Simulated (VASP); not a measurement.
# GaN (Cc) in VASP: a series of runs

Runs on GaN. Level: PBE. Tasks: single point.

All numbers are computed with VASP 6.6.1; they aren't measurements. Logs are shortened: lines on timing, memory, paths and dates and some standing lists are left out, and cuts for length are marked.

### 1 The cell of the first run

It takes space group Cc (No. 9, monoclinic). Conventional cell: a = 3.218 Å, b = 5.574 Å, c = 5.243 Å, α = 90.00°, β = 90.00°, γ = 90.00°. Within 2.6 Å of Ga (site symmetry 1) lie 4 N at 1.94 to 2.00 Å. N (site symmetry 1) has 4 Ga at 1.94 to 2.00 Å within 2.6 Å.

### 2 Single point, PBE (all Ga atoms moved +0.037 Å, as atom 1 along Cartesian [1 0 0])

Contents of INCAR:

```
SYSTEM = GaN
PREC = Accurate
ENCUT = 520
EDIFF = 1E-7
ISMEAR = 0
SIGMA = 0.05
LREAL = .FALSE.
LASPH = .TRUE.
NELM = 80
ALGO = Normal
ISIF = 2
LWAVE = .FALSE.
LCHARG = .TRUE.
GGA = PE
LELF = .TRUE.
LVHAR = .TRUE.
NBANDS = 26
```

Contents of KPOINTS:

```
regular mesh
0
G
  12 12 6
  0 0 0
```

Contents of POSCAR:

```
GaN
1.0
    3.2184289164      0.0000000000      0.0000000000
   -1.6092144582      2.7872412019      0.0000000000
    0.0000000000      0.0000000000      5.2430304702
Ga N
2 2
Direct
    0.3449849811      0.6666666667      0.9991316875
    0.6783183144      0.3333333333      0.4991316875
    0.3333333333      0.6666666667      0.3758683125
    0.6666666667      0.3333333333      0.8758683125
```

Potentials or basis: VASP PAW PBE potentials, release 64 (Ga_d, N).

Command:

```bash
$ cat potpaw_PBE.64/Ga_d/POTCAR potpaw_PBE.64/N/POTCAR > POTCAR
$ mpirun -np 1 vasp_std > vasp.out
```

OUTCAR:

```text
SYSTEM = GaN
   PREC = Accurate
   ENCUT = 520
   EDIFF = 1E-7
   ISMEAR = 0
   LREAL = .FALSE.
   LASPH = .TRUE.
   NELM = 80
   ISIF = 2
   GGA = PE

 ion  position               nearest neighbor table
   1  0.345  0.667  0.999-   4 1.94   4 1.97   3 1.98   4 2.00
   2  0.678  0.333  0.499-   3 1.94   3 1.97   4 1.98   3 2.00
   3  0.333  0.667  0.376-   2 1.94   2 1.97   1 1.98   2 2.00
   4  0.667  0.333  0.876-   1 1.94   1 1.97   2 1.98   1 2.00

  LATTYP: Found a hexagonal cell.
 ALAT       =     3.2184289164
 C/A-ratio  =     1.6290651763

  Lattice vectors:

 A1 = (   3.2184289164,   0.0000000000,   0.0000000000)
 A2 = (  -1.6092144582,   2.7872412019,   0.0000000000)
 A3 = (   0.0000000000,   0.0000000000,   5.2430304702)

Analysis of symmetry for initial positions (statically):
=====================================================================
 Subroutine PRICEL returns:
 Original cell was already a primitive cell.

 Routine SETGRP: Setting up the symmetry group for a
 hexagonal supercell.

 Subroutine GETGRP returns: Found  2 space group operations
 (whereof  1 operations were pure point group operations)
 out of a pool of 24 trial point group operations.

The static configuration has the point symmetry C_1 .
 The point group associated with its full space group is C_1h.

Analysis of symmetry for dynamics (positions and initial velocities):
=====================================================================
 Subroutine PRICEL returns:
 Original cell was already a primitive cell.

 Routine SETGRP: Setting up the symmetry group for a
 hexagonal supercell.

 Subroutine GETGRP returns: Found  2 space group operations
 (whereof  1 operations were pure point group operations)
 out of a pool of 24 trial point group operations.

The dynamic configuration has the point symmetry C_1 .
 The point group associated with its full space group is C_1h.

 Subroutine INISYM returns: Found  2 space group operations
 (whereof  1 operations are pure point group operations),
 and found     1 'primitive' translations

----------------------------------------------------------------------------------------

                                     Primitive cell

  volume of cell :      47.0328

  direct lattice vectors                    reciprocal lattice vectors
     3.218428916  0.000000000  0.000000000     0.310710606  0.179388852  0.000000000
    -1.609214458  2.787241202  0.000000000     0.000000000  0.358777704  0.000000000
     0.000000000  0.000000000  5.243030470     0.000000000  0.000000000  0.190729389

  length of vectors
     3.218428916  3.218428916  5.243030470     0.358777704  0.358777704  0.190729389

  position of ions in fractional coordinates (direct lattice)
     0.344984981  0.666666667  0.999131687
     0.678318314  0.333333333  0.499131687
     0.333333333  0.666666667  0.375868313
     0.666666667  0.333333333  0.875868313

  ion indices of the primitive-cell ions
   primitive index   ion index
                 1           1
                 2           2
                 3           3
                 4           4

----------------------------------------------------------------------------------------

 KPOINTS: regular mesh

Automatic generation of k-mesh.
 Grid dimensions read from file:
 generate k-points for:   12   12    6

 Generating k-lattice:

  Cartesian coordinates                     Fractional coordinates (reciprocal lattice)
     0.025892551  0.014949071  0.000000000     0.083333333 -0.000000000  0.000000000
     0.000000000  0.029898142  0.000000000     0.000000000  0.083333333  0.000000000
     0.000000000  0.000000000  0.031788232     0.000000000  0.000000000  0.166666667

  Length of vectors
     0.029898142  0.029898142  0.031788232

  Shift w.r.t. Gamma in fractional coordinates (k-lattice)
     0.000000000  0.000000000  0.000000000

 Subroutine IBZKPT returns following result:
 ===========================================

 Found    242 irreducible k-points:

 Following reciprocal coordinates:
            Coordinates               Weight
  0.000000  0.000000  0.000000      1.000000
  0.083333  0.000000  0.000000      4.000000
  0.000000  0.083333  0.000000      2.000000
  0.166667  0.000000  0.000000      4.000000
  0.000000  0.166667  0.000000      2.000000
  0.250000  0.000000  0.000000      4.000000
[... 16 lines left out ...]
 -0.083333  0.416667  0.000000      4.000000
 -0.416667  0.333333  0.000000      4.000000
 [... further k-points ...]
   k-points           NKPTS =    242   k-points in BZ     NKDIM =    242   number of bands    NBANDS=     26
   number of dos      NEDOS =    301   number of ions     NIONS =      4
   total plane-waves  NPLWV =  23040
   dimension x,y,z NGX =    24 NGY =   24 NGZ =   40
   dimension x,y,z NGXF=    48 NGYF=   48 NGZF=   80
   ions per type =               2   2
   NGX,Y,Z   is equivalent  to a cutoff of  12.40, 12.40, 12.68 a.u.
   NGXF,Y,Z  is equivalent  to a cutoff of  24.79, 24.79, 25.37 a.u.
 SYSTEM =  GaN
   PREC   = accura    normal or accurate (medium, high low for compatibility)
   ISTART =      0    job   : 0-new  1-cont  2-samecut
   ICHARG =      2    charge: 1-file 2-atom 10-const
   ISPIN  =      1    spin polarized calculation?
   LNONCOLLINEAR =      F non collinear calculations
   LSORBIT =      F    spin-orbit coupling
   LASPH  =      T    aspherical Exc in radial PAW
   ENCUT  =  520.0 eV  38.22 Ry    6.18 a.u.   5.98  5.98  9.75*2*pi/ulx,y,z
   NELM   =     80;   NELMIN=  2; NELMDL= -5     # of ELM steps
   EDIFF  = 0.1E-06   stopping-criterion for ELM
   LREAL  =      F    real-space projection
   EDIFFG = 0.1E-05   stopping-criterion for IOM
   NSW    =      0    number of steps for IOM
   IBRION =     -1    ionic relax: 0-MD 1-quasi-New 2-CG
   NFREE  =      0    steps in history (QN), initial steepest desc. (CG)
   ISIF   =      2    stress and relaxation
   ISYM   =      2    0-nonsym 1-usesym 2-fastsym
   POTIM  = 0.5000    time-step for ionic-motion
   TEBEG  =    0.0;   TEEND  =   0.0 temperature during run
   PSTRESS=    0.0 pullay stress
   NELECT =      36.0000    total number of electrons
   NUPDOWN=      -1.0000    fix difference up-down
   EMIN   =  10.00;   EMAX   =-10.00  energy-range for DOS
   EFERMI =   0.00;   METHOD = LEGACY
   ISMEAR =     0;   SIGMA  =   0.05  broadening in eV -4-tet -1-fermi 0-gaus
   EFERMI_NEDOS =   21; number of points for ismear=-14 and -15
   IALGO  =     38    algorithm
   IMIX   =      4    mixing-type and parameters
     AMIX     =   0.40;   BMIX     =  1.00
     AMIX_MAG =   1.60;   BMIX_MAG =  1.00
  volume/ion in A,a.u.               =      11.76        79.35
  Fermi-wavevector in a.u.,A,eV,Ry     =   1.497529  2.829920 30.512351  2.242595
  Thomas-Fermi vector in A             =   2.609406
   LORBIT       =      0    0 simple, 1 ext, 2 COOP (PROOUT), +10 PAW based schemes
   GGA     = PE    functional components
   LHFCALC =     F    Hartree Fock is set to
   AEXX    =    0.0000 exact exchange contribution
   IVDW    =     0    specifies the selected vdW correction
   LEPSILON=     F    determine dielectric tensor
   LRPA    =     F    only Hartree local field effects (RPA)
 non-spin polarized calculation
 Gauss-broadening in eV      SIGMA  =   0.05
  energy-cutoff  :      520.00
  volume of cell :       47.03
 maximum number of plane-waves:      1290
   NGX = 11   NGY = 11   NGZ = 19

 number of electron      36.0000001 magnetization

 Free energy of the ion-electron system (eV)
  ---------------------------------------------------
  ext. energy  EPLUGINS =         0.00000000
  ---------------------------------------------------
  free energy    TOTEN  =       -24.31154849 eV

  energy without entropy =      -24.31154849  energy(sigma->0) =      -24.31154849

 E-fermi :   5.3269     XC(G=0): -11.5150

 val. band max:        5.0388540378   @ k =   0.0000   0.0000   0.0000
 cond. band min:       6.7245735675   @ k =   0.0000   0.0000   0.0000
 fundamental gap:      1.6857195297
 Fermi energy:         5.3268659580

 k-point     1 :       0.0000    0.0000    0.0000
  band No.  band energies     occupation
      1     -10.7316      2.00000
      2      -9.9078      2.00000
      3      -8.4154      2.00000
      4      -8.4003      2.00000
      5      -8.3960      2.00000
      6      -8.3448      2.00000
[... 18 lines left out ...]
     25      16.5106      0.00000
     26      16.5168      0.00000

 k-point     2 :       0.0833    0.0000    0.0000
  band No.  band energies     occupation
      1     -10.6674      2.00000
      2      -9.8921      2.00000
      3      -8.4094      2.00000
      4      -8.3907      2.00000
      5      -8.3731      2.00000
      6      -8.3372      2.00000
[... 18 lines left out ...]
     25      16.1660      0.00000
     26      16.6605      0.00000

 k-point     3 :       0.0000    0.0833    0.0000
  band No.  band energies     occupation
      1     -10.6673      2.00000
      2      -9.8920      2.00000
      3      -8.4116      2.00000
      4      -8.3897      2.00000
      5      -8.3711      2.00000
      6      -8.3375      2.00000
[... 18 lines left out ...]
     25      16.1593      0.00000
     26      16.6665      0.00000

 k-point     4 :       0.1667    0.0000    0.0000
  band No.  band energies     occupation
      1     -10.4938      2.00000
      2      -9.8536      2.00000
      3      -8.3871      2.00000
      4      -8.3682      2.00000
      5      -8.3233      2.00000
      6      -8.2973      2.00000
[... 18 lines left out ...]
     25      16.1679      0.00000
     26      17.0078      0.00000
[... 496 lines left out ...]
      1      -9.9859      2.00000
      2      -9.7713      2.00000
      3      -8.3521      2.00000
      4      -8.3316      2.00000
      5      -8.2410      2.00000
      6      -8.2058      2.00000
[... 18 lines left out ...]
     25      16.4918      0.00000
     26      18.1142      0.00000

 k-point    23 :      -0.0833    0.4167    0.0000
  band No.  band energies     occupation
      1      -9.9852      2.00000
      2      -9.7700      2.00000
      3      -8.3534      2.00000
      4      -8.3309      2.00000
      5      -8.2406      2.00000
      6      -8.2061      2.00000
[... 18 lines left out ...]
     25      16.4906      0.00000
     26      18.1120      0.00000

 k-point    24 :      -0.4167    0.3333    0.0000
  band No.  band energies     occupation
      1      -9.9859      2.00000
      2      -9.7717      2.00000
      3      -8.3518      2.00000
      4      -8.3314      2.00000
      5      -8.2411      2.00000
      6      -8.2056      2.00000
[... 18 lines left out ...]
     25      16.4902      0.00000
     26      18.1084      0.00000

 [... further k-points ...]

------------------------ aborting loop because EDIFF is reached ----------------------------------------

  FORCE on cell =-STRESS in cart. coord.  units (eV):
  Direction    XX          YY          ZZ          XY          YZ          ZX
  --------------------------------------------------------------------------------------
  -------------------------------------------------------------------------------------
  Total        0.1090887      0.0590520      0.0504853      0.0000000      0.0000000     -0.3477575
  in kB        3.7161189      2.0116128      1.7197865      0.0000000      0.0000000    -11.8463961
  external PRESSURE =       2.4825061 kB  Pullay stress =       0.0000000 kB

 VOLUME and BASIS-vectors are now :
 -----------------------------------------------------------------------------
  energy-cutoff  :      520.00
  volume of cell :       47.03
      direct lattice vectors                 reciprocal lattice vectors
     3.218428916  0.000000000  0.000000000     0.310710606  0.179388852  0.000000000
    -1.609214458  2.787241202  0.000000000     0.000000000  0.358777704  0.000000000
     0.000000000  0.000000000  5.243030470     0.000000000  0.000000000  0.190729389

 POSITION                                       TOTAL-FORCE (eV/Angst)
 -----------------------------------------------------------------------------------
      0.03750      1.85816      5.23848        -0.437451      0.027114      0.019375
      1.64671      0.92908      2.61696        -0.437451     -0.027114      0.019375
     -0.00000      1.85816      1.97069         0.437451      0.028972     -0.019375
      1.60921      0.92908      4.59220         0.437451     -0.028972     -0.019375
 -----------------------------------------------------------------------------------
    total drift:                               -0.000614      0.000000     -0.000945

  FREE ENERGIE OF THE ION-ELECTRON SYSTEM (eV)
  ---------------------------------------------------
  free  energy   TOTEN  =       -24.3115484943 eV

  energy  without entropy=      -24.3115484943  energy(sigma->0) =      -24.31154849
```

Run time: 3 min. Hardware: 1 thread of Intel Xeon Platinum 8488C (Sapphire Rapids), shared host; peak memory 0.34 GiB.

Results:

```
Free energy            : -24.3115 eV
Pressure               : 0.2 GPa
Largest force          : 0.439 eV/Å
Band gap on the k mesh : 1.69 eV
```

Forces in eV/Å, atoms in the order of the input:
```
Ga  -0.437  0.027  0.019
Ga  -0.437 -0.027  0.019
N    0.437  0.029 -0.019
N    0.437 -0.029 -0.019
```

Stress tensor (GPa, compression positive):
```
 0.37  0.00 -1.18
 0.00  0.20  0.00
-1.18  0.00  0.17
```

Levels at points of the mesh, in eV from the valence-band top:
| k point | band 14 | band 15 | band 16 | band 17 | band 18 | band 19 | band 20 | band 21 | band 22 | band 23 |
| --- | --- | --- | --- | --- | --- | --- | --- | --- | --- | --- |
| (0.00, 0.00, 0.00) | -1.03 | -1.03 | -0.09 | -0.02 | 0.00 | 1.69 | 4.03 | 8.99 | 9.69 | 9.69 |
| (0.50, 0.00, 0.00) | -5.21 | -4.09 | -2.67 | -2.15 | -0.99 | 4.94 | 5.35 | 5.95 | 8.31 | 10.13 |
| (0.00, 0.50, 0.00) | -5.22 | -4.10 | -2.66 | -2.15 | -0.98 | 4.94 | 5.34 | 5.94 | 8.31 | 10.13 |
| (0.00, 0.00, 0.50) | -3.82 | -0.63 | -0.63 | -0.45 | -0.45 | 4.03 | 4.03 | 8.28 | 8.28 | 10.06 |
| (0.50, 0.00, 0.50) | -6.39 | -1.95 | -1.91 | -1.83 | -1.82 | 4.23 | 4.33 | 7.48 | 7.61 | 9.72 |
| (0.00, 0.50, 0.50) | -6.47 | -1.97 | -1.97 | -1.79 | -1.79 | 4.28 | 4.28 | 7.54 | 7.54 | 9.76 |

Caveat: the cell differs from its parent crystal (all Ga atoms moved +0.037 Å, as atom 1 along Cartesian [1 0 0]).

### 3 Single point, PBE (all Ga atoms moved +0.113 Å, as atom 1 along Cartesian [1 0 0])

Contents of INCAR:

```
SYSTEM = GaN
PREC     = Accurate       ! precision mode
ENCUT    = 520            ! plane-wave cutoff, eV
EDIFF    = 1E-7           ! SCF threshold, eV
ISMEAR   = 0              ! smearing method
SIGMA    = 0.05           ! smearing width, eV
LREAL    = .FALSE.        ! projectors in reciprocal space
LASPH    = .TRUE.         ! aspherical terms in the spheres
NELM     = 80             ! most SCF steps
ALGO     = Normal         ! electronic algorithm
ISIF     = 2              ! what is computed and relaxed
LWAVE    = .FALSE.        ! write WAVECAR
LCHARG   = .FALSE.        ! write CHGCAR
GGA      = PE             ! functional
NBANDS   = 26             ! bands
```

Contents of KPOINTS:

```
Automatic mesh
0
G
  12 12 6
  0 0 0
```

Changes to POSCAR since step 2:

```diff
@@ -8,4 +8,4 @@
 Direct
-    0.3449849811      0.6666666667      0.9991316875
-    0.6783183144      0.3333333333      0.4991316875
+    0.3682882765      0.6666666667      0.9991316875
+    0.7016216099      0.3333333333      0.4991316875
     0.3333333333      0.6666666667      0.3758683125
```

Potentials or basis: VASP PAW PBE potentials, release 64 (Ga_d, N).

Command:

```bash
$ cat potpaw_PBE.64/Ga_d/POTCAR potpaw_PBE.64/N/POTCAR > POTCAR
$ mpirun -np 1 vasp_std > vasp.out
```

Wall time 6.3 min (1 thread of Intel Xeon 8259CL, shared host); peak memory 0.35 GiB.

The run converged. Its results:

- Free energy: -24.1792 eV
- Pressure: 1.3 GPa
- Largest force: 1.372 eV/Å
- Band gap on the k mesh: 1.59 eV

Forces in eV/Å, atoms in the order of the input:
```
Ga  -1.335  0.247  0.176
Ga  -1.335 -0.247  0.176
N    1.335  0.262 -0.176
N    1.335 -0.262 -0.176
```

Stress tensor (GPa, compression positive):
```
 2.50  0.00 -3.66
 0.00  0.99  0.00
-3.66  0.00  0.35
```

Levels at points of the mesh, in eV from the valence-band top:
```csv
k point,band 15,band 16,band 17,band 18,band 19,band 20,band 21,band 22
"(0.00, 0.00, 0.00)",-1.17,-0.23,-0.08,0.00,1.59,3.93,8.87,9.54
"(0.50, 0.00, 0.00)",-4.17,-2.75,-2.26,-1.07,4.78,5.30,5.83,8.19
"(0.00, 0.50, 0.00)",-4.21,-2.67,-2.29,-1.01,4.77,5.19,5.81,8.20
"(0.00, 0.00, 0.50)",-0.90,-0.90,-0.37,-0.37,3.94,3.94,8.14,8.14
"(0.50, 0.00, 0.50)",-2.17,-2.06,-1.85,-1.79,4.03,4.32,7.23,7.62
"(0.00, 0.50, 0.50)",-2.22,-2.22,-1.70,-1.70,4.15,4.15,7.38,7.38
```

Caveat: the cell differs from its parent crystal (all Ga atoms moved +0.113 Å, as atom 1 along Cartesian [1 0 0]); forces of over 1 eV/Å act on the atoms, so gaps and moduli don't describe the material at rest.
